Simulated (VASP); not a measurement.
Write the native input for VASP 6.6.1 that does the following.

```
Task                   : single point
Functional             : PBEsol
Potentials or basis    : VASP PAW PBE potentials, release 64 (C)
Cutoff                 : 520 eV
k mesh                 : 11 × 7 × 1
Occupations            : gaussian, width 0.05 eV
Spin                   : no spin polarisation
Dipole correction      : yes
Further INCAR settings : ALGO = Normal; EDIFF = 1e-06; NBANDS = 36
```

The structure of C lies in POSCAR:

```
C
1.0
    2.4588279200      0.0000000000      0.0000000000
    0.6147192233      3.8418048898      0.0000000000
    0.0000000000      0.0000000000     25.9121866414
C
12
Direct
    0.7310239290      0.0740535689      0.2939403287
    0.2178133395      0.1271637543      0.3161549684
    0.1872688253      0.2500456427      0.3699745320
    0.6730137964      0.3071460646      0.3954014063
    0.6440328711      0.4235604861      0.4479247509
    0.1298902482      0.4802666292      0.4737808075
    0.1013677823      0.5949579038      0.5262222170
    0.5872234685      0.6516706516      0.5520779993
    0.5582362164      0.7681110952      0.6045997354
    0.0439762845      0.8252300949      0.6300255685
    0.0134199331      0.9481626311      0.6838420051
    0.5002025324      1.0012991182      0.7060556808
```

One way to write it, as run:

INCAR

```
PREC = Accurate
ENCUT = 520
EDIFF = 1E-6
ISMEAR = 0
SIGMA = 0.05
LREAL = False
LASPH = True
NELM = 80
ALGO = Normal
ISIF = 2
LWAVE = False
LCHARG = True
LDIPOL = True
IDIPOL = 3
DIPOL = 0.5 0.5 0.500
GGA = PS
LELF = True
LVHAR = True
LVACPOTAV = True
NBANDS = 36
```

KPOINTS

```
regular mesh
0
Gamma
  11 7 1
```

Potentials or basis: VASP PAW PBE potentials, release 64 (C).

Run with:

```bash
$ cat potpaw_PBE.64/C/POTCAR > POTCAR
$ mpirun -np 1 vasp_std > vasp.out
```

It gave:

```yaml
Largest_force: 0.045 eV/Å
Band_gap_on_the_k_mesh: zero (bands 24 and 25 overlap by 0.46 eV)
```

Caveat: the PAW data sets were made with another functional, which shifts forces and pressure a little.

It took 7.4 min on 1 thread of Intel(R) Xeon(R) Platinum 8488C (Sapphire Rapids) (shared host), peak memory 0.45 GiB.
